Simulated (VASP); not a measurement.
# Li16Se7 (a cell with a defect) in VASP: electric field gradients with PBE

Aim: the electric field gradients of Li16Se7 (a cell with a defect) with PBE.

Everything below comes from runs of VASP 6.6.1. Logs are shortened: lines on timing, memory, paths and dates and some standing lists are left out, and cuts for length are marked.

## Step 1: The cell of the first run

The cell holds a defect, 23 atoms: a = 8.418 Å, b = 8.418 Å, c = 8.418 Å, α = 60.00°, β = 60.00°, γ = 60.00°.

## Step 2: Electric field gradients, PBE (atoms taken out)

INCAR reads:

```
SYSTEM = Li16Se7
PREC     = Accurate       ! precision mode
ENCUT    = 650            ! plane-wave cutoff, eV
EDIFF    = 1E-8           ! SCF threshold, eV
ISMEAR   = -1             ! smearing method
SIGMA    = 0.01           ! smearing width, eV
LREAL    = .False.        ! projectors in reciprocal space
LASPH    = .True.         ! aspherical terms in the spheres
NELM     = 120            ! most SCF steps
ALGO     = Normal         ! electronic algorithm
ISIF     = 2              ! what is computed and relaxed
LWAVE    = .False.        ! write WAVECAR
LCHARG   = .False.        ! write CHGCAR
GGA      = PE             ! functional
LEFG     = .True.       
NELECT   = 88.0         
NBANDS   = 62             ! bands
GGA_COMPAT= .False.
```

KPOINTS reads:

```
Automatic mesh
0
Gamma
  3 3 3
  0 0 0
```

POSCAR reads:

```
Li16Se7
1.0
    0.0000000000      5.9520885296      5.9520885296
    5.9520885296      0.0000000000      5.9520885296
    5.9520885296      5.9520885296      0.0000000000
Li Se
16 7
Direct
    0.3750000000      0.3750000000      0.3750000000
    0.3750000000      0.3750000000      0.8750000000
    0.3750000000      0.8750000000      0.3750000000
    0.3750000000      0.8750000000      0.8750000000
    0.8750000000      0.3750000000      0.3750000000
    0.8750000000      0.3750000000      0.8750000000
    0.8750000000      0.8750000000      0.3750000000
    0.8750000000      0.8750000000      0.8750000000
    0.1250000000      0.1250000000      0.1250000000
    0.1250000000      0.1250000000      0.6250000000
    0.1250000000      0.6250000000      0.1250000000
    0.1250000000      0.6250000000      0.6250000000
    0.6250000000      0.1250000000      0.1250000000
    0.6250000000      0.1250000000      0.6250000000
    0.6250000000      0.6250000000      0.1250000000
    0.6250000000      0.6250000000      0.6250000000
    0.0000000000      0.0000000000      0.5000000000
    0.0000000000      0.5000000000      0.0000000000
    0.0000000000      0.5000000000      0.5000000000
    0.5000000000      0.0000000000      0.0000000000
    0.5000000000      0.0000000000      0.5000000000
    0.5000000000      0.5000000000      0.0000000000
    0.5000000000      0.5000000000      0.5000000000
```

Potentials or basis: VASP PAW PBE potentials, release 64 (Li_sv, Se).

On the command line:

```
$ cat potpaw_PBE.64/Li_sv/POTCAR potpaw_PBE.64/Se/POTCAR > POTCAR
$ mpirun -np 1 vasp_std > vasp.out
```

OUTCAR:

```text
SYSTEM = Li16Se7
   PREC = Accurate
   ENCUT = 650
   EDIFF = 1E-8
   ISMEAR = -1
   LREAL = .False.
   LASPH = .True.
   NELM = 120
   ISIF = 2
   GGA = PE
   NELECT = 88.0

 ion  position               nearest neighbor table
   1  0.375  0.375  0.375-  19 2.58  21 2.58  22 2.58  23 2.58
   2  0.375  0.375  0.875-  18 2.58  20 2.58  22 2.58  23 2.58
   3  0.375  0.875  0.375-  17 2.58  20 2.58  21 2.58  23 2.58
   4  0.375  0.875  0.875-  20 2.58  21 2.58  22 2.58
   5  0.875  0.375  0.375-  17 2.58  18 2.58  19 2.58  23 2.58
   6  0.875  0.375  0.875-  18 2.58  19 2.58  22 2.58
   7  0.875  0.875  0.375-  17 2.58  19 2.58  21 2.58
   8  0.875  0.875  0.875-  17 2.58  18 2.58  20 2.58
   9  0.125  0.125  0.125-  17 2.58  18 2.58  20 2.58
  10  0.125  0.125  0.625-  17 2.58  19 2.58  21 2.58
  11  0.125  0.625  0.125-  18 2.58  19 2.58  22 2.58
  12  0.125  0.625  0.625-  17 2.58  18 2.58  19 2.58  23 2.58
  13  0.625  0.125  0.125-  20 2.58  21 2.58  22 2.58
  14  0.625  0.125  0.625-  17 2.58  20 2.58  21 2.58  23 2.58
  15  0.625  0.625  0.125-  18 2.58  20 2.58  22 2.58  23 2.58
  16  0.625  0.625  0.625-  19 2.58  21 2.58  22 2.58  23 2.58
  17  0.000  0.000  0.500-   3 2.58   5 2.58   7 2.58   8 2.58   9 2.58  10 2.58  12 2.58  14 2.58
[... 9 lines left out ...]
  22  0.500  0.500  0.000-   1 2.58   2 2.58   4 2.58   6 2.58  11 2.58  13 2.58  15 2.58  16 2.58

  23  0.500  0.500  0.500-   1 2.58   2 2.58   3 2.58   5 2.58  12 2.58  14 2.58  15 2.58  16 2.58

  LATTYP: Found a face centered cubic cell.
 ALAT       =    11.9041770592

  Lattice vectors:

 A1 = (   0.0000000000,   5.9520885296,   5.9520885296)
 A2 = (   5.9520885296,   0.0000000000,   5.9520885296)
 A3 = (   5.9520885296,   5.9520885296,   0.0000000000)

Analysis of symmetry for initial positions (statically):
=====================================================================
 Subroutine PRICEL returns:
 Original cell was already a primitive cell.

 Routine SETGRP: Setting up the symmetry group for a
 face centered cubic supercell.

 Subroutine GETGRP returns: Found 48 space group operations
 (whereof 48 operations were pure point group operations)
 out of a pool of 48 trial point group operations.

The static configuration has the point symmetry O_h .

Analysis of symmetry for dynamics (positions and initial velocities):
=====================================================================
 Subroutine PRICEL returns:
 Original cell was already a primitive cell.

 Routine SETGRP: Setting up the symmetry group for a
 face centered cubic supercell.

 Subroutine GETGRP returns: Found 48 space group operations
 (whereof 48 operations were pure point group operations)
 out of a pool of 48 trial point group operations.

The dynamic configuration has the point symmetry O_h .

 Subroutine INISYM returns: Found 48 space group operations
 (whereof 48 operations are pure point group operations),
 and found     1 'primitive' translations

----------------------------------------------------------------------------------------

                                     Primitive cell

  volume of cell :     421.7335

  direct lattice vectors                    reciprocal lattice vectors
     0.000000000  5.952088530  5.952088530    -0.084004127  0.084004127  0.084004127
     5.952088530  0.000000000  5.952088530     0.084004127 -0.084004127  0.084004127
     5.952088530  5.952088530  0.000000000     0.084004127  0.084004127 -0.084004127

  length of vectors
     8.417524323  8.417524323  8.417524323     0.145499416  0.145499416  0.145499416

  position of ions in fractional coordinates (direct lattice)
     0.375000000  0.375000000  0.375000000
     0.375000000  0.375000000  0.875000000
     0.375000000  0.875000000  0.375000000
     0.375000000  0.875000000  0.875000000
     0.875000000  0.375000000  0.375000000
     0.875000000  0.375000000  0.875000000
[... 15 lines left out ...]
     0.500000000  0.500000000  0.000000000
     0.500000000  0.500000000  0.500000000

  ion indices of the primitive-cell ions
   primitive index   ion index
                 1           1
                 2           2
                 3           3
                 4           4
                 5           5
                 6           6
[... 62 lines left out ...]
   ISPIN  =      1    spin polarized calculation?
   LNONCOLLINEAR =      F non collinear calculations
   LSORBIT =      F    spin-orbit coupling
   LASPH  =      T    aspherical Exc in radial PAW
   ENCUT  =  650.0 eV  47.77 Ry    6.91 a.u.  17.50 17.50 17.50*2*pi/ulx,y,z
   NELM   =    120;   NELMIN=  2; NELMDL= -5     # of ELM steps
   EDIFF  = 0.1E-07   stopping-criterion for ELM
   LREAL  =      F    real-space projection
   EDIFFG = 0.1E-06   stopping-criterion for IOM
   NSW    =      0    number of steps for IOM
   IBRION =     -1    ionic relax: 0-MD 1-quasi-New 2-CG
   NFREE  =      0    steps in history (QN), initial steepest desc. (CG)
   ISIF   =      2    stress and relaxation
   ISYM   =      2    0-nonsym 1-usesym 2-fastsym
   POTIM  = 0.5000    time-step for ionic-motion
   TEBEG  =    0.0;   TEEND  =   0.0 temperature during run
   PSTRESS=    0.0 pullay stress
   NELECT =      88.0000    total number of electrons
   NUPDOWN=      -1.0000    fix difference up-down
   EMIN   =  10.00;   EMAX   =-10.00  energy-range for DOS
   EFERMI =   0.00;   METHOD = LEGACY
   ISMEAR =    -1;   SIGMA  =   0.01  broadening in eV -4-tet -1-fermi 0-gaus
   EFERMI_NEDOS =   21; number of points for ismear=-14 and -15
   IALGO  =     38    algorithm
   IMIX   =      4    mixing-type and parameters
     AMIX     =   0.40;   BMIX     =  1.00
     AMIX_MAG =   1.60;   BMIX_MAG =  1.00
  volume/ion in A,a.u.               =      18.34       123.74
  Fermi-wavevector in a.u.,A,eV,Ry     =   0.971008  1.834940 12.828354  0.942857
  Thomas-Fermi vector in A             =   2.101190
   LORBIT       =      0    0 simple, 1 ext, 2 COOP (PROOUT), +10 PAW based schemes
   GGA     = PE    functional components
   LHFCALC =     F    Hartree Fock is set to
   AEXX    =    0.0000 exact exchange contribution
   IVDW    =     0    specifies the selected vdW correction
   LEPSILON=     F    determine dielectric tensor
   LRPA    =     F    only Hartree local field effects (RPA)
 non-spin polarized calculation
  energy-cutoff  :      650.00
  volume of cell :      421.73
 maximum number of plane-waves:     16049
 NGX is ok and might be reduce to    70
   NGX = 35   NGY = 35   NGZ = 35

 number of electron      87.9999935 magnetization

 Free energy of the ion-electron system (eV)
  ---------------------------------------------------
  ext. energy  EPLUGINS =         0.00000000
  ---------------------------------------------------
  free energy    TOTEN  =       -84.77976613 eV

  energy without entropy =      -84.77835133  energy(sigma->0) =      -84.77905873

 E-fermi :   1.1110     XC(G=0):  -7.9169

 val. band max:        1.1041172242   @ k =   0.0000   0.0000   0.0000
 cond. band min:       1.2895896900   @ k =   0.3333   0.0000   0.0000
 fundamental gap:      0.1854724658
 Fermi energy:         1.1110491249

 k-point     1 :       0.0000    0.0000    0.0000
  band No.  band energies     occupation
      1     -44.5239      2.00000
      2     -44.5194      2.00000
      3     -44.5194      2.00000
      4     -44.5194      2.00000
      5     -44.5151      2.00000
      6     -44.5151      2.00000
[... 225 lines left out ...]
     55       6.8511      0.00000
     56       7.0524      0.00000
 [bands above 56 left out]

------------------------ aborting loop because EDIFF is reached ----------------------------------------

  FORCE on cell =-STRESS in cart. coord.  units (eV):
  Direction    XX          YY          ZZ          XY          YZ          ZX
  --------------------------------------------------------------------------------------
  -------------------------------------------------------------------------------------
  Total       -9.0473619     -9.0473619     -9.0473619      0.0000000     -0.0000000      0.0000000
  in kB      -34.3711767    -34.3711767    -34.3711767      0.0000000     -0.0000000      0.0000000
  external PRESSURE =     -34.3711767 kB  Pullay stress =       0.0000000 kB

 VOLUME and BASIS-vectors are now :
 -----------------------------------------------------------------------------
  energy-cutoff  :      650.00
  volume of cell :      421.73
      direct lattice vectors                 reciprocal lattice vectors
     0.000000000  5.952088530  5.952088530    -0.084004127  0.084004127  0.084004127
     5.952088530  0.000000000  5.952088530     0.084004127 -0.084004127  0.084004127
     5.952088530  5.952088530  0.000000000     0.084004127  0.084004127 -0.084004127

 POSITION                                       TOTAL-FORCE (eV/Angst)
 -----------------------------------------------------------------------------------
      4.46407      4.46407      4.46407         0.088464      0.088464      0.088464
      7.44011      7.44011      4.46407        -0.088464     -0.088464      0.088464
      7.44011      4.46407      7.44011        -0.088464      0.088464     -0.088464
     10.41615      7.44011      7.44011        -0.586767      0.586767      0.586767
      4.46407      7.44011      7.44011         0.088464     -0.088464     -0.088464
      7.44011     10.41615      7.44011         0.586767     -0.586767      0.586767
[... 15 lines left out ...]
      2.97604      2.97604      5.95209        -0.000000     -0.000000      0.000000
      5.95209      5.95209      5.95209        -0.000000     -0.000000     -0.000000
 -----------------------------------------------------------------------------------
    total drift:                                0.000000      0.000000      0.000000

  FREE ENERGIE OF THE ION-ELECTRON SYSTEM (eV)
  ---------------------------------------------------
  free  energy   TOTEN  =       -84.7797661269 eV

  energy  without entropy=      -84.7783513332  energy(sigma->0) =      -84.77905873

 Electric field gradients (V/A^2)
---------------------------------------------------------------------
 ion       V_xx      V_yy      V_zz      V_xy      V_xz      V_yz
---------------------------------------------------------------------
   1       0.000    -0.000    -0.000    -0.124    -0.124    -0.124
   2       0.000     0.000    -0.000    -0.124     0.120     0.120
   3       0.000    -0.000     0.000     0.120    -0.124     0.120
   4       0.000    -0.000    -0.000    -0.946    -0.946     0.942
   5      -0.000     0.000     0.000     0.120     0.120    -0.124
   6      -0.000     0.000    -0.000    -0.946     0.942    -0.946
[... 15 lines left out ...]
  22      29.653    29.653   -59.305   -90.213     0.000     0.000
  23       0.000     0.000    -0.000     0.000     0.000     0.000
---------------------------------------------------------------------

 Electric field gradients after diagonalization (V/A^2)
 (convention: |V_zz| > |V_xx| > |V_yy|)
----------------------------------------------------------------------
 ion       V_xx      V_yy      V_zz     asymmetry (V_yy - V_xx)/ V_zz
----------------------------------------------------------------------
   1       0.124     0.124    -0.248       0.000
   2       0.124     0.119    -0.243       0.020
   3       0.124     0.119    -0.243       0.020
   4      -0.947    -0.942     1.889       0.003
   5       0.124     0.119    -0.243       0.020
   6      -0.947    -0.942     1.889       0.003
[... 15 lines left out ...]
  22     -60.560   -59.305   119.865       0.010
  23      -0.000    -0.000     0.000       0.000
----------------------------------------------------------------------

           NMR quadrupolar parameters

 Cq : quadrupolar parameter    Cq=e*Q*V_zz/h
 eta: asymmetry parameters     (V_yy - V_xx)/ V_zz
 Q  : nuclear electric quadrupole moment in mb (millibarn)
----------------------------------------------------------------------
 ion       Cq(MHz)       eta       Q (mb)
----------------------------------------------------------------------
   1      -0.001       0.000       1.000
   2      -0.001       0.020       1.000
   3      -0.001       0.020       1.000
   4       0.005       0.003       1.000
   5      -0.001       0.020       1.000
   6       0.005       0.003       1.000
[... 15 lines left out ...]
  22       0.290       0.010       1.000
  23       0.000       0.000       1.000
----------------------------------------------------------------------
```

Run time: 11 min. Hardware: 1 thread of AMD EPYC 7R13, shared host; peak memory 0.69 GiB.

What came out:

* Free energy: -84.7798 eV
* Largest force: 1.016 eV/Å
* Largest electric field gradient by atom: Li -0.2, +1.9 (each value once); Se +119.9, -0.0 (each value once) V/Å²

Forces in eV/Å, atoms in the order of the input:
```
Li   0.088  0.088  0.088
Li  -0.088 -0.088  0.088
Li  -0.088  0.088 -0.088
Li  -0.587  0.587  0.587
Li   0.088 -0.088 -0.088
Li   0.587 -0.587  0.587
Li   0.587  0.587 -0.587
Li  -0.587 -0.587 -0.587
Li   0.587  0.587  0.587
Li  -0.587 -0.587  0.587
Li  -0.587  0.587 -0.587
Li  -0.088  0.088  0.088
Li   0.587 -0.587 -0.587
Li   0.088 -0.088  0.088
Li   0.088  0.088 -0.088
Li  -0.088 -0.088 -0.088
Se   0.000  0.000  0.000
Se   0.000  0.000  0.000
Se   0.000  0.000  0.000
Se   0.000  0.000  0.000
Se   0.000  0.000  0.000
Se   0.000  0.000  0.000
Se   0.000  0.000  0.000
```

Electric field gradients, principal values (V/Å²):
| atom | least | middle | greatest (by size) |
| --- | --- | --- | --- |
| 1 Li | 0.124 | 0.124 | -0.248 |
| 2 Li | 0.119 | 0.124 | -0.243 |
| 3 Li | 0.119 | 0.124 | -0.243 |
| 4 Li | -0.942 | -0.947 | 1.889 |
| 5 Li | 0.119 | 0.124 | -0.243 |
| 6 Li | -0.942 | -0.947 | 1.889 |
| 7 Li | -0.942 | -0.947 | 1.889 |
| 8 Li | -0.942 | -0.942 | 1.884 |
| 9 Li | -0.942 | -0.942 | 1.884 |
| 10 Li | -0.942 | -0.947 | 1.889 |
| 11 Li | -0.942 | -0.947 | 1.889 |
| 12 Li | 0.119 | 0.124 | -0.243 |
| 13 Li | -0.942 | -0.947 | 1.889 |
| 14 Li | 0.119 | 0.124 | -0.243 |
| 15 Li | 0.119 | 0.124 | -0.243 |
| 16 Li | 0.124 | 0.124 | -0.248 |
| 17 Se | -59.305 | -60.560 | 119.865 |
| 18 Se | -59.305 | -60.560 | 119.865 |
| 19 Se | -59.305 | -60.560 | 119.865 |
| 20 Se | -59.305 | -60.560 | 119.865 |
| 21 Se | -59.305 | -60.560 | 119.865 |
| 22 Se | -59.305 | -60.560 | 119.865 |
| 23 Se | 0.000 | 0.000 | 0.000 |

Caveat: the cell carries a net charge on a neutralising background, which shifts energy and pressure; the cell differs from its parent crystal (atoms taken out); the cell is charged against a uniform background, so pressure and absolute levels hang on convention; without QUAD_EFG the Cq values of the log hold for a quadrupole moment of 1 mb, not for the nuclei.
